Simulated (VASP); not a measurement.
## Ru: electric field gradients with PBEsol

Crystal: Ru.

```
CELL_PARAMETERS angstrom
2.70580 0.00000 0.00000
-1.35290 2.34329 0.00000
0.00000 0.00000 4.28190
ATOMIC_POSITIONS crystal
Ru 0.33333 0.66667 0.25000
Ru 0.66667 0.33333 0.75000
```

```json
{
 "Program": "VASP 6.6.1",
 "Task": "electric field gradients",
 "Functional": "PBEsol",
 "Potentials or basis": "VASP PAW PBE potentials, release 64 (Ru_pv)",
 "Cutoff": "520 eV",
 "k mesh": "14 × 14 × 8",
 "Occupations": "fermi-dirac, width 0.03 eV",
 "Spin": "no spin polarisation",
 "Dipole correction": "no",
 "Further INCAR settings": "ALGO = Normal; EDIFF = 1e-08; NBANDS = 21"
}
```

The pressure is -6.3 GPa and the band gap on the k mesh is zero (band 14 reaches 14.34 eV, above the bottom of band 15 at 11.19 eV).

Stress tensor (GPa, compression positive):
```
-5.66  0.00  0.00
 0.00 -5.66  0.00
 0.00  0.00 -7.71
```

Levels at points of the mesh, in eV from the Fermi level:
```csv
k point,band 11,band 12,band 13,band 14,band 15,band 16,band 17,band 18
"(0.00, 0.00, 0.00)",-2.42,-1.90,-1.90,-1.38,-1.38,1.21,1.21,1.25
"(0.50, 0.00, 0.00)",-2.07,-1.81,-1.52,1.46,1.88,1.95,4.07,6.11
"(0.00, 0.00, 0.50)",-2.75,-2.75,-2.73,-2.73,0.57,0.57,0.57,0.57
"(0.50, 0.00, 0.50)",-1.05,-1.05,0.44,0.44,1.71,1.71,3.38,3.38
```

Electric field gradients, principal values (V/Å²):
```tsv
atom	least	middle	greatest (by size)
1 Ru	6.661	6.665	-13.326
2 Ru	6.661	6.665	-13.326
```

It took 42 s on 1 thread of Intel(R) Xeon(R) Platinum 8488C (Sapphire Rapids) (shared host), peak memory 0.17 GiB.

Caveat: without QUAD_EFG the Cq values of the log hold for a quadrupole moment of 1 mb, not for the nuclei; the PAW data sets were made with another functional, which shifts forces and pressure a little.
